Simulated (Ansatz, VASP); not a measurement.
TlCl: VASP beside Ansatz

```
CELL_PARAMETERS angstrom
3.76900 0.00000 0.00000
0.00000 3.76900 0.00000
0.00000 0.00000 3.76900
ATOMIC_POSITIONS crystal
Tl 0.00000 0.00000 0.00000
Cl 0.50000 0.50000 0.50000
```

Change from the starting cell: volume scaled by 0.95, PAW files.

Alike in both runs: task electric field gradients; functional PBE; k mesh 8 × 8 × 8; occupations fermi-dirac, width 0.02 eV; no spin polarisation.

|  | VASP | Ansatz |
| --- | --- | --- |
| version | VASP 6.6.1 | Ansatz 0.2.0 |
| potentials or method | VASP PAW PBE potentials, release 64 (Tl_d, Cl) | PAW with Ansatz's default frozen-core files, scalar-relativistic |
| plane-wave cutoff (eV) | 400 | 420 |
| valence electrons in the cell | 20 | 20 |

|  | VASP | Ansatz | Ansatz less VASP |
| --- | --- | --- | --- |
| gap on the k mesh at the Fermi level (eV) | 1.95 | 1.94 | -0.007 |
| pressure (GPa) | 2.8 | 2.9 | +0.11 |

Spin-orbit coupling is off throughout.
